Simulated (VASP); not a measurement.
Sn, 4 atoms in the cell. Symmetry: P6_3/mmc, No. 194, hexagonal system. The conventional cell has a = 3.326 Å, b = 3.326 Å, c = 10.998 Å, α = 90.00°, β = 90.00°, γ = 120.00°. Within 4.4 Å of Sn (site symmetry -3m) lie 12 Sn at 3.33 to 3.35 Å. Sn (site symmetry -6m2) has 12 Sn at 3.33 to 3.35 Å within 4.4 Å. 

```yaml
Program: VASP 6.6.1
Task: single point
Functional: PBEsol
Potentials_or_basis: VASP PAW PBE potentials, release 64 (Sn_d)
Cutoff: 520 eV
k_mesh: 14 × 14 × 4
Occupations: fermi-dirac, width 0.1 eV
Spin: no spin polarisation
Dipole_correction: no
Further_INCAR_settings: ALGO = Normal; EDIFF = 1e-07; NBANDS = 36
```

Potentials or basis: VASP PAW PBE potentials, release 64 (Sn_d).

Command:

```console
$ cat potpaw_PBE.64/Sn_d/POTCAR > POTCAR
$ mpirun -np 1 vasp_std > vasp.out
```

Hardware: 1 thread of Intel(R) Xeon(R) 6975P-C (Granite Rapids), with other jobs on the host.

**Question.** How long does it take, and how much memory?

**Answer.** It took 2 min on 1 thread of Intel(R) Xeon(R) 6975P-C (Granite Rapids) (shared host), peak memory 0.36 GiB. Counts: scf iterations 12, k points 72.
